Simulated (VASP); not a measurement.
# Hf (P6_3/mmc) in VASP: a series of runs, part 2 of 2

VASP 6.6.1. The steps go on from the part before.

## Step 3: Single point, PBEsol (strain +0.000 along x and y, +0.015 along z)

Input file INCAR:

```
SYSTEM = Hf
ALGO = Fast
EDIFF = 1E-6
ENCUT = 520
GGA = PS
ISIF = 2
ISMEAR = 0
LASPH = .TRUE.
LCHARG = .TRUE.
LELF = .TRUE.
LREAL = .FALSE.
LVHAR = .TRUE.
LWAVE = .FALSE.
NBANDS = 17
NELM = 80
PREC = Accurate
SIGMA = 0.15
```

Input file KPOINTS:

```
k-points
0
G
  18 18 10
  0 0 0
```

Input file POSCAR:

```
Hf
1.0
    3.1966985242      0.0000000000      0.0000000000
   -1.5983492621      2.7684221302      0.0000000000
    0.0000000000      0.0000000000      5.1336670000
Hf
2
Direct
    0.3333333333      0.6666666667      0.2500000000
    0.6666666667      0.3333333333      0.7500000000
```

Potentials or basis: VASP PAW PBE potentials, release 64 (Hf_pv).

Command:

```
$ cat potpaw_PBE.64/Hf_pv/POTCAR > POTCAR
$ mpirun -np 1 vasp_std > vasp.out
```

OUTCAR:

```text
SYSTEM = Hf
   EDIFF = 1E-6
   ENCUT = 520
   GGA = PS
   ISIF = 2
   ISMEAR = 0
   LASPH = .TRUE.
   LREAL = .FALSE.
   NELM = 80
   PREC = Accurate

 ion  position               nearest neighbor table
   1  0.333  0.667  0.250-   2 3.16   2 3.16   2 3.16   2 3.16   2 3.16   2 3.16
   2  0.667  0.333  0.750-   1 3.16   1 3.16   1 3.16   1 3.16   1 3.16   1 3.16

  LATTYP: Found a hexagonal cell.
 ALAT       =     3.1966985242
 C/A-ratio  =     1.6059277912

  Lattice vectors:

 A1 = (   3.1966985242,   0.0000000000,   0.0000000000)
 A2 = (  -1.5983492621,   2.7684221302,   0.0000000000)
 A3 = (   0.0000000000,   0.0000000000,   5.1336670000)

Analysis of symmetry for initial positions (statically):
=====================================================================
 Subroutine PRICEL returns:
 Original cell was already a primitive cell.

 Routine SETGRP: Setting up the symmetry group for a
 hexagonal supercell.

 Subroutine GETGRP returns: Found 24 space group operations
 (whereof 12 operations were pure point group operations)
 out of a pool of 24 trial point group operations.

The static configuration has the point symmetry D_3d.
 The point group associated with its full space group is D_6h.

Analysis of symmetry for dynamics (positions and initial velocities):
=====================================================================
 Subroutine PRICEL returns:
 Original cell was already a primitive cell.

 Routine SETGRP: Setting up the symmetry group for a
 hexagonal supercell.

 Subroutine GETGRP returns: Found 24 space group operations
 (whereof 12 operations were pure point group operations)
 out of a pool of 24 trial point group operations.

The dynamic configuration has the point symmetry D_3d.
 The point group associated with its full space group is D_6h.

 Subroutine INISYM returns: Found 24 space group operations
 (whereof 12 operations are pure point group operations),
 and found     1 'primitive' translations

----------------------------------------------------------------------------------------

                                     Primitive cell

  volume of cell :      45.4320

  direct lattice vectors                    reciprocal lattice vectors
     3.196698524  0.000000000  0.000000000     0.312822743  0.180608295  0.000000000
    -1.598349262  2.768422130  0.000000000     0.000000000  0.361216589  0.000000000
     0.000000000  0.000000000  5.133667000     0.000000000  0.000000000  0.194792533

  length of vectors
     3.196698524  3.196698524  5.133667000     0.361216589  0.361216589  0.194792533

  position of ions in fractional coordinates (direct lattice)
     0.333333333  0.666666667  0.250000000
     0.666666667  0.333333333  0.750000000

  ion indices of the primitive-cell ions
   primitive index   ion index
                 1           1
                 2           2

----------------------------------------------------------------------------------------

 KPOINTS: k-points

Automatic generation of k-mesh.
 Grid dimensions read from file:
 generate k-points for:   18   18   10

 Generating k-lattice:

  Cartesian coordinates                     Fractional coordinates (reciprocal lattice)
     0.017379041  0.010033794  0.000000000     0.055555556  0.000000000  0.000000000
     0.000000000  0.020067588  0.000000000     0.000000000  0.055555556  0.000000000
     0.000000000  0.000000000  0.019479253     0.000000000  0.000000000  0.100000000

  Length of vectors
     0.020067588  0.020067588  0.019479253

  Shift w.r.t. Gamma in fractional coordinates (k-lattice)
     0.000000000  0.000000000  0.000000000

 Subroutine IBZKPT returns following result:
 ===========================================

 Found    222 irreducible k-points:

 Following reciprocal coordinates:
            Coordinates               Weight
  0.000000  0.000000  0.000000      1.000000
  0.055556  0.000000  0.000000      6.000000
  0.111111  0.000000  0.000000      6.000000
  0.166667 -0.000000  0.000000      6.000000
  0.222222 -0.000000  0.000000      6.000000
  0.277778 -0.000000  0.000000      6.000000
[... 16 lines left out ...]
  0.333333  0.111111  0.000000     12.000000
  0.388889  0.111111  0.000000     12.000000
 [... further k-points ...]
   k-points           NKPTS =    222   k-points in BZ     NKDIM =    222   number of bands    NBANDS=     17
   number of dos      NEDOS =    301   number of ions     NIONS =      2
   total plane-waves  NPLWV =  23040
   dimension x,y,z NGX =    24 NGY =   24 NGZ =   40
   dimension x,y,z NGXF=    48 NGYF=   48 NGZF=   80
   ions per type =               2
   NGX,Y,Z   is equivalent  to a cutoff of  12.48, 12.48, 12.95 a.u.
   NGXF,Y,Z  is equivalent  to a cutoff of  24.96, 24.96, 25.91 a.u.
 SYSTEM =  Hf
   PREC   = accura    normal or accurate (medium, high low for compatibility)
   ISTART =      0    job   : 0-new  1-cont  2-samecut
   ICHARG =      2    charge: 1-file 2-atom 10-const
   ISPIN  =      1    spin polarized calculation?
   LNONCOLLINEAR =      F non collinear calculations
   LSORBIT =      F    spin-orbit coupling
   LASPH  =      T    aspherical Exc in radial PAW
   ENCUT  =  520.0 eV  38.22 Ry    6.18 a.u.   5.94  5.94  9.55*2*pi/ulx,y,z
   NELM   =     80;   NELMIN=  2; NELMDL= -5     # of ELM steps
   EDIFF  = 0.1E-05   stopping-criterion for ELM
   LREAL  =      F    real-space projection
   EDIFFG = 0.1E-04   stopping-criterion for IOM
   NSW    =      0    number of steps for IOM
   IBRION =     -1    ionic relax: 0-MD 1-quasi-New 2-CG
   NFREE  =      0    steps in history (QN), initial steepest desc. (CG)
   ISIF   =      2    stress and relaxation
   ISYM   =      2    0-nonsym 1-usesym 2-fastsym
   POTIM  = 0.5000    time-step for ionic-motion
   TEBEG  =    0.0;   TEEND  =   0.0 temperature during run
   PSTRESS=    0.0 pullay stress
   NELECT =      20.0000    total number of electrons
   NUPDOWN=      -1.0000    fix difference up-down
   EMIN   =  10.00;   EMAX   =-10.00  energy-range for DOS
   EFERMI =   0.00;   METHOD = LEGACY
   ISMEAR =     0;   SIGMA  =   0.15  broadening in eV -4-tet -1-fermi 0-gaus
   EFERMI_NEDOS =   21; number of points for ismear=-14 and -15
   IALGO  =     68    algorithm
   IMIX   =      4    mixing-type and parameters
     AMIX     =   0.40;   BMIX     =  1.00
     AMIX_MAG =   1.60;   BMIX_MAG =  1.00
  volume/ion in A,a.u.               =      22.72       153.30
  Fermi-wavevector in a.u.,A,eV,Ry     =   1.245368  2.353404 21.101830  1.550941
  Thomas-Fermi vector in A             =   2.379593
   LORBIT       =      0    0 simple, 1 ext, 2 COOP (PROOUT), +10 PAW based schemes
   GGA     = PS    functional components
   LHFCALC =     F    Hartree Fock is set to
   AEXX    =    0.0000 exact exchange contribution
   IVDW    =     0    specifies the selected vdW correction
   LEPSILON=     F    determine dielectric tensor
   LRPA    =     F    only Hartree local field effects (RPA)
 non-spin polarized calculation
 RMM-DIIS sequential band-by-band and
 Gauss-broadening in eV      SIGMA  =   0.15
  energy-cutoff  :      520.00
  volume of cell :       45.43
 maximum number of plane-waves:      1254
 NGX is ok and might be reduce to    24
   NGX = 11   NGY = 11   NGZ = 19

 number of electron      20.0000007 magnetization

 Free energy of the ion-electron system (eV)
  ---------------------------------------------------
  ext. energy  EPLUGINS =         0.00000000
  ---------------------------------------------------
  free energy    TOTEN  =       -20.96926904 eV

  energy without entropy =      -20.95165084  energy(sigma->0) =      -20.96045994

 E-fermi :   4.6514     XC(G=0): -11.3216

 val. band max:        4.6439592209   @ k =   0.0556   0.0000   0.2000
 cond. band min:       4.6574781009   @ k =   0.2222   0.2222   0.5000
 fundamental gap:      0.0135188800
 Fermi energy:         4.6513699037

 k-point     1 :       0.0000    0.0000    0.0000
  band No.  band energies     occupation
      1     -26.3706      2.00000
      2     -25.6599      2.00000
      3     -25.6599      2.00000
      4     -25.5676      2.00000
      5     -25.5465      2.00000
      6     -25.5465      2.00000
[... 9 lines left out ...]
     16       7.3554      0.00000
     17       9.9209      0.00000
[... 441 lines left out ...]
 k-point    24 :       0.3889    0.1111    0.0000
  band No.  band energies     occupation
      1     -26.1936      2.00000
      2     -26.0675      2.00000
      3     -26.0258      2.00000
      4     -25.8605      2.00000
      5     -25.7637      2.00000
      6     -25.6814      2.00000
[... 9 lines left out ...]
     16      10.6661      0.00000
     17      11.3423      0.00000

 [... further k-points ...]
[... 5 lines left out ...]
  --------------------------------------------------------------------------------------
  -------------------------------------------------------------------------------------
  Total       -1.3915121     -1.3915121     -1.9593582      0.0000000      0.0000000      0.0000000
  in kB      -49.0722414    -49.0722414    -69.0975619      0.0000000      0.0000000      0.0000000
  external PRESSURE =     -55.7473482 kB  Pullay stress =       0.0000000 kB

 VOLUME and BASIS-vectors are now :
 -----------------------------------------------------------------------------
  energy-cutoff  :      520.00
  volume of cell :       45.43
      direct lattice vectors                 reciprocal lattice vectors
     3.196698524  0.000000000  0.000000000     0.312822743  0.180608295  0.000000000
    -1.598349262  2.768422130  0.000000000     0.000000000  0.361216589  0.000000000
     0.000000000  0.000000000  5.133667000     0.000000000  0.000000000  0.194792533

 POSITION                                       TOTAL-FORCE (eV/Angst)
 -----------------------------------------------------------------------------------
     -0.00000      1.84561      1.28342         0.000000      0.000000      0.000000
      1.59835      0.92281      3.85025        -0.000000     -0.000000      0.000000
 -----------------------------------------------------------------------------------
    total drift:                               -0.000000      0.000000     -0.000000

  FREE ENERGIE OF THE ION-ELECTRON SYSTEM (eV)
  ---------------------------------------------------
  free  energy   TOTEN  =       -20.9692690413 eV

  energy  without entropy=      -20.9516508419  energy(sigma->0) =      -20.96045994
```

stdout:

```text
POSCAR found type information on POSCAR Hf
 POSCAR found :  1 types and       2 ions
 scaLAPACK will be used
 -----------------------------------------------------------------------------
|                                                                             |
|                                                                             |
|     You enforced a specific xc type in the INCAR file but a different       |
|     I HOPE YOU KNOW WHAT YOU ARE DOING!                                     |
|                                                                             |
 -----------------------------------------------------------------------------

 LDA part: xc-table for (Slater+PW92), standard interpolation
 POSCAR, INCAR and KPOINTS ok, starting setup
 FFT: planning ... GRIDC
 FFT: planning ... GRID_SOFT
 FFT: planning ... GRID
 WAVECAR not read
 entering main loop
```

Run time: 48 s. Hardware: 1 thread of Intel Xeon 6975P-C (Granite Rapids), shared host; peak memory 0.26 GiB.

What came out:

```
Free energy            : -20.9693 eV
Pressure               : -5.6 GPa
Band gap on the k mesh : zero (band 10 reaches 5.85 eV, above the bottom of band 11 at 4.23 eV)
```

Levels at points of the mesh, in eV from the Fermi level:
| k point | band 8 | band 9 | band 10 | band 11 | band 12 | band 13 |
| --- | --- | --- | --- | --- | --- | --- |
| (0.00, 0.00, 0.00) | -3.71 | 0.50 | 1.20 | 1.20 | 1.30 | 1.96 |
| (0.50, 0.00, 0.00) | -2.69 | -2.20 | -0.75 | 0.77 | 0.88 | 1.56 |
| (0.00, 0.00, 0.50) | -5.42 | 0.08 | 0.08 | 1.12 | 1.12 | 1.12 |
| (0.50, 0.00, 0.50) | -3.36 | -1.00 | -1.00 | 1.16 | 1.16 | 2.67 |

Caveat: the cell differs from its parent crystal (strain +0.000 along x and y, +0.015 along z); the PAW data sets were made with another functional, which shifts forces and pressure a little; spin-orbit coupling is left out, which moves the levels of the heavy elements.
